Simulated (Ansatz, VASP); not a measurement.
# La: VASP beside Ansatz

```
La
1.0
     3.69932    0.00000    0.00000
    -1.84966    3.20371    0.00000
     0.00000    0.00000    5.98796
La
2
Direct
  0.33333 0.66667 0.25000
  0.66667 0.33333 0.75000
```

Change from the starting cell: functional lda, volume scaled by 0.96.

Alike in both runs: task single point; functional LDA; k mesh 11 × 11 × 6; occupations fermi-dirac, width 0.05 eV; no spin polarisation.

|  | VASP | Ansatz |
| --- | --- | --- |
| version | VASP 6.6.1 | Ansatz 0.2.0 |
| potentials or method | VASP PAW LDA potentials, release 64 (La), cutoff 520 eV | all-electron LAPW, scalar-relativistic |

|  | VASP | Ansatz | Ansatz less VASP |
| --- | --- | --- | --- |
| pressure (GPa) | -2.2 | -2.1 | +0.10 |

LDA's correlation is that of Perdew and Zunger in VASP and of Perdew and Wang (1992) in Ansatz. Ansatz ran all-electron here, and VASP with PAW potentials.

Neither program's run includes spin-orbit coupling.
